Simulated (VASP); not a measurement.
Crystal: SiBF.

```
CELL_PARAMETERS angstrom
2.25647 0.00000 0.00000
0.00000 3.98397 0.00000
0.00000 0.00000 4.11047
ATOMIC_POSITIONS crystal
Si 0.00000 0.50000 0.00000
B 0.00000 0.00000 0.50000
F 0.00000 0.00000 0.00000
```

The cell was built from a structure type or drawn by symmetry, and may not be a known phase.

| Item | Value |
| --- | --- |
| Program | VASP 6.6.1 |
| Task | relaxation of cell and atoms |
| Functional | PBE |
| Potentials or basis | VASP PAW PBE potentials, release 64 (Si, B, F) |
| Cutoff | 600 eV |
| k mesh | 8 × 4 × 4 |
| Occupations | gaussian, width 0.1 eV |
| Spin | no spin polarisation |

At the start: pressure -0.2 GPa; volume 12.32 Å³/atom.

Q: How do energy, volume and symmetry change on relaxing?

A: Over 9 steps the energy falls by 3.7 meV/atom and the volume is 12.51 Å³/atom (+1.5 %); space group Pmmm (No. 47, to 0.1 Å) before and after.

Step by step:
```csv
step,energy change (eV),largest force (eV/Å),pressure (GPa),volume (Å³)
1,0.0000,0.0000,-0.24,36.95
2,-0.0067,0.0000,0.48,36.85
3,-0.0069,0.0000,0.66,36.83
4,-0.0069,0.0000,0.67,36.82
5,-0.0082,0.0000,0.20,37.09
6,-0.0086,0.0000,-0.50,37.42
7,-0.0094,0.0000,-0.44,37.48
8,-0.0105,0.0000,-0.30,37.64
9,-0.0110,0.0000,0.14,37.52
```

Final structure:
```
Si B F
1.0
     2.21852    0.00000    0.00000
     0.00000    3.95323    0.00000
     0.00000    0.00000    4.27791
Si B F
1 1 1
Direct
  0.00000 0.50000 0.00000
  0.00000 0.00000 0.50000
  0.00000 0.00000 0.00000
```

Caveat: the k points lie up to 0.40 Å⁻¹ apart in the final cell, too coarse for converged energies and pressures of a metal.
